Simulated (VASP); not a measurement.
A run of VASP 6.6.1 is set up as follows.

Contents of INCAR:

```
SYSTEM = MnS
ALGO = Normal ; EDIFF = 1E-7
ENCUT = 520 ; GGA = PS
ISIF = 2 ; ISMEAR = 0
ISPIN = 2 ; LASPH = .True.
LCHARG = .False. ; LMAXMIX = 4
LORBIT = 11 ; LREAL = .False.
LWAVE = .False. ; MAGMOM = 4.42 0.14
NBANDS = 20 ; NELM = 150
PREC = Accurate ; SIGMA = 0.1
```

The input KPOINTS:

```
k-points
0
Gamma
  14 14 14
  0 0 0
```

File POSCAR:

```
MnS
1.0
    0.0000000000      2.4694308672      2.4694308672
    2.4694308672      0.0000000000      2.4694308672
    2.4694308672      2.4694308672      0.0000000000
Mn S
1 1
Direct
    0.0000000000      0.0000000000      0.0000000000
    0.5000000000      0.5000000000      0.5000000000
```

Potentials or basis: VASP PAW PBE potentials, release 64 (Mn_pv, S).

Command:

```bash
$ cat potpaw_PBE.64/Mn_pv/POTCAR potpaw_PBE.64/S/POTCAR > POTCAR
$ mpirun -np 1 vasp_std > vasp.out
```

What does it give for the net moment?

4.11 μB per cell.

What does it give for the site moments?

Mn +3.79; S +0.06 μB.

Caveat: a cell with one magnetic atom can't hold antiferromagnetic order, which such compounds often take.
